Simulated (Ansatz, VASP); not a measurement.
**One calculation of H4C, two programs**

```xyz
5
Lattice="-2.2527 2.2527 2.2527 2.2527 -2.2527 2.2527 2.2527 2.2527 -2.2527" Properties=species:S:1:pos:R:3 pbc="T T T"
H     1.6240    1.6240   -1.6240
H    -1.6240    1.6240    1.6240
H     1.6240   -1.6240    1.6240
H     0.6287    0.6287    0.6287
C     0.0000    0.0000    0.0000
```

Alike in both runs: task single point; functional HSE06; k mesh 4 × 4 × 4; no spin polarisation.

|  | VASP | Ansatz |
| --- | --- | --- |
| version | VASP 6.6.1 | Ansatz 0.2.0 |
| potentials or method | VASP PAW PBE potentials, release 64 (H, C) | plane waves, PAW |
| plane-wave cutoff (eV) | 520 | 420 |
| occupations | gaussian, width 0.01 eV | fixed |
| valence electrons in the cell | 8 | 8 |

VASP gave:

```
gap on the k mesh at the Fermi level (eV) : 9.46
pressure (GPa)                            : 0.6
rms of the force components (eV/Å)        : 0.005
```

Question: Estimate Ansatz's values.

Answer: gap on the k mesh at the Fermi level (eV): 9.46; pressure (GPa): 0.7; rms of the force components (eV/Å): 0.021.

Atom by atom the forces differ by 0.016 eV/Å (rms over components). Ansatz's warnings: stress exchange threshold loose, stress scf threshold loose.

The k mesh is coarse, so the values compare programs but aren't converged.
